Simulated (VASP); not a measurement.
Crystal: P.

```
P
1.0
     2.56461    0.00000    0.00000
    -1.28231    2.22102    0.00000
     0.00000    0.00000    2.46540
P
1
Direct
  0.00000 0.00000 0.00000
```

This isn't the form of P at room conditions, which is orthorhombic.

* Program: VASP 6.6.1
* Task: relaxation of cell and atoms
* Functional: PBEsol
* Potentials or basis: VASP PAW PBE potentials, release 64 (P)
* Cutoff: 600 eV
* k mesh: 9 × 9 × 8
* Occupations: gaussian, width 0.1 eV
* Spin: no spin polarisation

At the start: pressure 4.2 GPa; volume 14.04 Å³/atom.

Problem. How do energy, volume and symmetry change on relaxing?

Solution. Over 5 steps the energy falls by 15.4 meV/atom and the volume is 14.52 Å³/atom (+3.4 %); space group P6/mmm (No. 191, to 0.1 Å) before and after.

The path:
```tsv
step	energy change (eV)	largest force (eV/Å)	pressure (GPa)	volume (Å³)
1	0.0000	0.0000	4.20	14.04
2	-0.0131	0.0000	-1.99	14.80
3	-0.0153	0.0000	-0.46	14.60
4	-0.0153	0.0000	-0.37	14.58
5	-0.0154	0.0000	0.13	14.52
```

Final structure:
```
P
1.0
     2.62062    0.00000    0.00000
    -1.31031    2.26953    0.00000
     0.00000    0.00000    2.44158
P
1
Direct
  0.00000 0.00000 0.00000
```

Caveat: the PAW data sets were made with another functional, which shifts forces and pressure a little.
